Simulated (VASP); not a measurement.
ZrZn6In3N5O5: single point with PBE

ZrZn6In3N5O5:

```xyz
20
Lattice="0.0099 0.0229 5.5179 -0.0089 5.9392 0.0245 -8.5172 -2.9567 -0.0276" Properties=species:S:1:pos:R:3 pbc="T T T"
N    -6.9249    2.0676    2.0219
N    -3.3195    1.9222    2.0850
N    -5.1727   -0.9999    1.9975
N    -0.0763    2.0313    2.1713
N    -6.6918   -1.9445    4.7185
O    -1.7085    5.0060    2.0494
O    -5.0591    1.0412    4.8832
O    -1.7090    0.9728    4.8509
O    -3.3125    3.9465    4.9061
O    -0.0362    4.0576    4.8109
Zn   -6.7802    2.1807    0.0581
Zn   -3.4958    1.9846    0.0852
Zn   -5.1771   -0.9979    0.0148
Zn   -1.6667    4.8925    5.5259
Zn   -6.8036   -2.0086    2.7271
Zn   -8.3632    0.9763    2.7158
Zr   -1.6529    0.9639    2.7949
In   -8.3045   -0.9149    0.0249
In   -5.2493    0.9906    2.7119
In   -3.5296    3.9315    2.7558
```

| Quantity | Value |
| --- | --- |
| Program | VASP 6.6.1 |
| Task | single point |
| Functional | PBE |
| Potentials or basis | VASP PAW PBE potentials, release 64 (N, O, Zn, Zr_sv, In_d) |
| Cutoff | 520 eV |
| k mesh | 3 × 3 × 2 |
| Occupations | gaussian, width 0.1 eV |
| Spin | no spin polarisation |
| Dipole correction | no |
| Further INCAR settings | LREAL = Auto; ALGO = Normal; EDIFF = 1e-06; NBANDS = 105; ISYM = 0 |

```json
{
  "Pressure": "0.5 GPa",
  "Largest force": "0.064 eV/Å"
}
```

Forces on the atoms (eV/Å):
```
N    0.002  0.003  0.013
N   -0.009 -0.010  0.028
N    0.018  0.028  0.017
N   -0.006 -0.002 -0.007
N   -0.018 -0.015 -0.029
O    0.009 -0.019  0.012
O   -0.040 -0.031 -0.015
O    0.000  0.000  0.007
O   -0.032  0.001 -0.005
O    0.052 -0.014 -0.018
Zn  -0.004 -0.044 -0.046
Zn   0.043  0.012 -0.014
Zn   0.042  0.018 -0.026
Zn  -0.019  0.028  0.003
Zn  -0.007  0.031  0.009
Zn  -0.046 -0.011  0.021
Zr  -0.004  0.034  0.031
In  -0.032 -0.003  0.025
In   0.031 -0.003  0.008
In   0.020 -0.004 -0.015
```

Stress tensor (GPa, compression positive):
```
 0.48  0.06 -0.02
 0.06  0.55  0.00
-0.02  0.00  0.59
```

Levels at points of the mesh, in eV from the Fermi level:
| k point | band 86 | band 87 | band 88 | band 89 | band 90 | band 91 | band 92 | band 93 |
| --- | --- | --- | --- | --- | --- | --- | --- | --- |
| (0.00, 0.00, 0.00) | -1.12 | -0.87 | -0.24 | -0.07 | -0.02 | 2.82 | 2.92 | 3.35 |
| (0.00, 0.00, 0.50) | -1.27 | -1.11 | -0.07 | -0.04 | 1.25 | 1.37 | 2.99 | 3.33 |

Run time: 5.6 min on 1 thread of Intel(R) Xeon(R) 6975P-C (Granite Rapids) (shared host), peak memory 0.48 GiB.

Caveat: the k points lie up to 0.38 Å⁻¹ apart; spin-orbit coupling is left out, which moves the levels of the heavy elements.
